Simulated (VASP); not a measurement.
# ZnO (P6_3mc) in VASP: notebook

The runs below take ZnO through relaxation of cell and atoms, single point, with PBEsol.

Everything below comes from runs of VASP 6.6.1. Logs are shortened: lines on timing, memory, paths and dates and some standing lists are left out, and cuts for length are marked.

**What was measured.**

From “Electronic structure of alkaline earth and post-transition metal oxides”, 2009, arxiv:0908.1581, for a bulk crystal of ZnO: band gap 3.37 eV.

The results are compared with them further down.

### Step 1. The cell of the first run

It takes space group P6_3mc (No. 186, hexagonal). Conventional cell: a = 3.249 Å, b = 3.249 Å, c = 5.204 Å, α = 90.00°, β = 90.00°, γ = 120.00°. Within 2.6 Å of Zn (site symmetry 3m) lie 4 O at 1.97 to 1.99 Å. Within 2.6 Å of O (site symmetry 3m) lie 4 Zn at 1.97 to 1.99 Å.

### Step 2. Relaxation of cell and atoms, PBEsol

INCAR

```
ALGO     = Normal         # electronic algorithm
EDIFF    = 1E-6           # SCF threshold, eV
EDIFFG   = -0.005         # ionic threshold
ENCUT    = 600            # plane-wave cutoff, eV
GGA      = PS             # functional
IBRION   = 2              # ionic algorithm
ISIF     = 3              # what is computed and relaxed
ISMEAR   = 0              # smearing method
LASPH    = True           # aspherical terms in the spheres
LCHARG   = False          # write CHGCAR
LREAL    = False          # projectors in reciprocal space
LWAVE    = False          # write WAVECAR
NELM     = 60             # most SCF steps
NSW      = 100            # ionic steps
PREC     = Accurate       # precision mode
SIGMA    = 0.02           # smearing width, eV
```

KPOINTS

```
k-points
0
Gamma
  12 12 6
```

POSCAR

```
ZnO
1.0
    3.2493987239      0.0000000000      0.0000000000
   -1.6246993619      2.8140618419      0.0000000000
    0.0000000000      0.0000000000      5.2038000000
Zn O
2 2
Direct
    0.3333333333      0.6666666667      0.0000000000
    0.6666666667      0.3333333333      0.5000000000
    0.3333333333      0.6666666667      0.3821000000
    0.6666666667      0.3333333333      0.8821000000
```

Potentials or basis: VASP PAW PBE potentials, release 64 (Zn, O).

On the command line:

```sh
$ cat potpaw_PBE.64/Zn/POTCAR potpaw_PBE.64/O/POTCAR > POTCAR
$ mpirun -np 1 vasp_std > vasp.out
```

OUTCAR:

```text
EDIFF = 1E-6
   EDIFFG = -0.005
   ENCUT = 600
   GGA = PS
   IBRION = 2
   ISIF = 3
   ISMEAR = 0
   LASPH = True
   LREAL = False
   NELM = 60
   NSW = 100
   PREC = Accurate

 ion  position               nearest neighbor table
   1  0.333  0.667  0.000-   4 1.97   4 1.97   4 1.97   3 1.99
   2  0.667  0.333  0.500-   3 1.97   3 1.97   3 1.97   4 1.99
   3  0.333  0.667  0.382-   2 1.97   2 1.97   2 1.97   1 1.99
   4  0.667  0.333  0.882-   1 1.97   1 1.97   1 1.97   2 1.99

  LATTYP: Found a hexagonal cell.
 ALAT       =     3.2493987239
 C/A-ratio  =     1.6014655148

  Lattice vectors:

 A1 = (   3.2493987239,   0.0000000000,   0.0000000000)
 A2 = (  -1.6246993619,   2.8140618419,   0.0000000000)
 A3 = (   0.0000000000,   0.0000000000,   5.2038000000)

Analysis of symmetry for initial positions (statically):
=====================================================================
 Subroutine PRICEL returns:
 Original cell was already a primitive cell.

 Routine SETGRP: Setting up the symmetry group for a
 hexagonal supercell.

 Subroutine GETGRP returns: Found 12 space group operations
 (whereof  6 operations were pure point group operations)
 out of a pool of 24 trial point group operations.

The static configuration has the point symmetry C_3v.
 The point group associated with its full space group is C_6v.

Analysis of symmetry for dynamics (positions and initial velocities):
=====================================================================
 Subroutine PRICEL returns:
 Original cell was already a primitive cell.

 Routine SETGRP: Setting up the symmetry group for a
 hexagonal supercell.

 Subroutine GETGRP returns: Found 12 space group operations
 (whereof  6 operations were pure point group operations)
 out of a pool of 24 trial point group operations.

The dynamic configuration has the point symmetry C_3v.
 The point group associated with its full space group is C_6v.

 Subroutine INISYM returns: Found 12 space group operations
 (whereof  6 operations are pure point group operations),
 and found     1 'primitive' translations

----------------------------------------------------------------------------------------

                                     Primitive cell

  volume of cell :      47.5836

  direct lattice vectors                    reciprocal lattice vectors
     3.249398724  0.000000000  0.000000000     0.307749244  0.177679109  0.000000000
    -1.624699362  2.814061842  0.000000000     0.000000000  0.355358217  0.000000000
     0.000000000  0.000000000  5.203800000     0.000000000  0.000000000  0.192167262

  length of vectors
     3.249398724  3.249398724  5.203800000     0.355358217  0.355358217  0.192167262

  position of ions in fractional coordinates (direct lattice)
     0.333333333  0.666666667  0.000000000
     0.666666667  0.333333333  0.500000000
     0.333333333  0.666666667  0.382100000
     0.666666667  0.333333333  0.882100000

  ion indices of the primitive-cell ions
   primitive index   ion index
                 1           1
                 2           2
                 3           3
                 4           4

----------------------------------------------------------------------------------------

 KPOINTS: k-points

Automatic generation of k-mesh.
 Grid dimensions read from file:
 generate k-points for:   12   12    6

 Generating k-lattice:

  Cartesian coordinates                     Fractional coordinates (reciprocal lattice)
     0.025645770  0.014806592  0.000000000     0.083333333  0.000000000  0.000000000
     0.000000000  0.029613185  0.000000000     0.000000000  0.083333333  0.000000000
     0.000000000  0.000000000  0.032027877     0.000000000  0.000000000  0.166666667

  Length of vectors
     0.029613185  0.029613185  0.032027877

  Shift w.r.t. Gamma in fractional coordinates (k-lattice)
     0.000000000  0.000000000  0.000000000

 Subroutine IBZKPT returns following result:
 ===========================================

 Found     76 irreducible k-points:

 Following reciprocal coordinates:
[... 36 lines left out ...]
   ISYM   =      2    0-nonsym 1-usesym 2-fastsym
   POTIM  = 0.5000    time-step for ionic-motion
   TEBEG  =    0.0;   TEEND  =   0.0 temperature during run
   PSTRESS=    0.0 pullay stress
   NELECT =      36.0000    total number of electrons
   NUPDOWN=      -1.0000    fix difference up-down
   EMIN   =  10.00;   EMAX   =-10.00  energy-range for DOS
   EFERMI =   0.00;   METHOD = LEGACY
   ISMEAR =     0;   SIGMA  =   0.02  broadening in eV -4-tet -1-fermi 0-gaus
   EFERMI_NEDOS =   21; number of points for ismear=-14 and -15
   IALGO  =     38    algorithm
   IMIX   =      4    mixing-type and parameters
     AMIX     =   0.40;   BMIX     =  1.00
     AMIX_MAG =   1.60;   BMIX_MAG =  1.00
  volume/ion in A,a.u.               =      11.90        80.28
  Fermi-wavevector in a.u.,A,eV,Ry     =   1.491729  2.818959 30.276436  2.225255
  Thomas-Fermi vector in A             =   2.604347
   LORBIT       =      0    0 simple, 1 ext, 2 COOP (PROOUT), +10 PAW based schemes
   GGA     = PS    functional components
   LHFCALC =     F    Hartree Fock is set to
   AEXX    =    0.0000 exact exchange contribution
   IVDW    =     0    specifies the selected vdW correction
   LEPSILON=     F    determine dielectric tensor
   LRPA    =     F    only Hartree local field effects (RPA)
 conjugate gradient relaxation of ions
 non-spin polarized calculation
 Gauss-broadening in eV      SIGMA  =   0.02
  energy-cutoff  :      600.00
  volume of cell :       47.58
 maximum number of plane-waves:      1617
 NGX is ok and might be reduce to    28
   NGX = 13   NGY = 13   NGZ = 21

--------------------------------------- Ionic step        1  -------------------------------------------

 number of electron      36.0000006 magnetization

 Free energy of the ion-electron system (eV)
  ---------------------------------------------------
  ext. energy  EPLUGINS =         0.00000000
  ---------------------------------------------------
  free energy    TOTEN  =       -19.41457038 eV

  energy without entropy =      -19.41457038  energy(sigma->0) =      -19.41457038

------------------------ aborting loop because EDIFF is reached ----------------------------------------

  FORCE on cell =-STRESS in cart. coord.  units (eV):
  Direction    XX          YY          ZZ          XY          YZ          ZX
  --------------------------------------------------------------------------------------
  -------------------------------------------------------------------------------------
  Total       -0.2269877     -0.2269877     -0.1163569     -0.0000000      0.0000000      0.0000000
  in kB       -7.6428574     -7.6428574     -3.9178300     -0.0000000      0.0000000      0.0000000
  external PRESSURE =      -6.4011816 kB  Pullay stress =       0.0000000 kB
[... 289 lines left out ...]
  energy  without entropy=      -19.4158102571  energy(sigma->0) =      -19.41581026

--------------------------------------- Ionic step        9  -------------------------------------------

 number of electron      36.0000004 magnetization

 Free energy of the ion-electron system (eV)
  ---------------------------------------------------
  ext. energy  EPLUGINS =         0.00000000
  ---------------------------------------------------
  free energy    TOTEN  =       -19.41587758 eV

  energy without entropy =      -19.41587758  energy(sigma->0) =      -19.41587758

 E-fermi :   1.1912     XC(G=0): -11.2108

 val. band max:        1.0934450296   @ k =   0.0000   0.0000   0.0000
 cond. band min:       1.7763948330   @ k =   0.0000   0.0000   0.0000
 fundamental gap:      0.6829498034
 Fermi energy:         1.1912157423

 k-point     1 :       0.0000    0.0000    0.0000
  band No.  band energies     occupation
      1     -16.9900      2.00000
      2     -16.2435      2.00000
      3      -4.6724      2.00000
      4      -4.6456      2.00000
      5      -4.6456      2.00000
      6      -4.6054      2.00000
[... 574 lines left out ...]
      6      -4.2701      2.00000
[... 14 lines left out ...]
     21       9.3045      0.00000
     22       9.8633      0.00000

 [... further k-points ...]
[... 5 lines left out ...]
  --------------------------------------------------------------------------------------
  -------------------------------------------------------------------------------------
  Total       -0.0143493     -0.0143493      0.0073224     -0.0000000     -0.0000000      0.0000000
  in kB       -0.4852419     -0.4852419      0.2476176     -0.0000000     -0.0000000      0.0000000
  external PRESSURE =      -0.2409554 kB  Pullay stress =       0.0000000 kB
[... 19 lines left out ...]
  FREE ENERGIE OF THE ION-ELECTRON SYSTEM (eV)
  ---------------------------------------------------
  free  energy   TOTEN  =       -19.4158775804 eV

  energy  without entropy=      -19.4158775804  energy(sigma->0) =      -19.41587758

 reached required accuracy - stopping structural energy minimisation
```

It took 4.5 min on 1 thread of Intel Xeon 6975P-C, shared host; peak memory 0.24 GiB.

What came out:

* Free energy: -19.4159 eV
* Relaxed volume: 11.84 Å³/atom
* Relaxed cell: a = 3.236 Å, b = 3.236 Å, c = 5.224 Å, α = 90.00°, β = 90.00°, γ = 120.00°
* Space group after relaxing (to 0.05 Å): P6_3mc (No. 186)
* Energy gained by relaxing: 0.3 meV/atom
* Ionic steps: 9
* Pressure after relaxing: 0.0 GPa
* Largest force after relaxing: 0.004 eV/Å
* Band gap on the k mesh: 0.68 eV, direct

Forces in eV/Å, atoms in the order of the input:
```
Zn   0.000  0.000 -0.004
Zn   0.000  0.000 -0.004
O    0.000  0.000  0.004
O    0.000  0.000  0.004
```

The path:
```csv
step,energy change (eV),largest force (eV/Å),pressure (GPa),volume (Å³)
1,0.0000,0.0352,-0.64,47.58
2,-0.0006,0.0262,0.46,47.26
3,-0.0006,0.0279,0.17,47.34
4,-0.0006,0.0284,0.11,47.35
5,-0.0009,0.0211,0.04,47.36
6,-0.0013,0.0017,0.00,47.39
7,-0.0013,0.0077,-0.10,47.40
8,-0.0012,0.0059,0.18,47.32
9,-0.0013,0.0041,-0.02,47.38
```

Final structure:
```yaml
crystal:
  lattice:
    - [3.23600, 0.00000, 0.00000]
    - [-1.61800, 2.80246, 0.00000]
    - [0.00000, 0.00000, 5.22438]
  atoms:
    - { symbol: Zn, position: [0.33333, 0.66667, 0.00165] }
    - { symbol: Zn, position: [0.66667, 0.33333, 0.50165] }
    - { symbol: O, position: [0.33333, 0.66667, 0.38045] }
    - { symbol: O, position: [0.66667, 0.33333, 0.88045] }
```

Levels at points of the mesh, in eV from the valence-band top:
```
           k point  band 16  band 17  band 18  band 19  band 20  band 21
(0.00, 0.00, 0.00)    -0.09     0.00     0.00     0.68     5.14     8.08
(0.50, 0.00, 0.00)    -2.30    -1.32    -0.85     5.71     6.72     7.42
(0.00, 0.00, 0.50)    -0.40    -0.40    -0.40     3.37     3.37     9.94
(0.50, 0.00, 0.50)    -1.53    -1.40    -1.40     5.57     5.57     8.37
```

Caveat: the PAW data sets were made with another functional, which shifts forces and pressure a little. Expect the measured gap to be larger: semilocal functionals such as PBEsol lack the derivative discontinuity.

(Continued in part 2 of 2.)
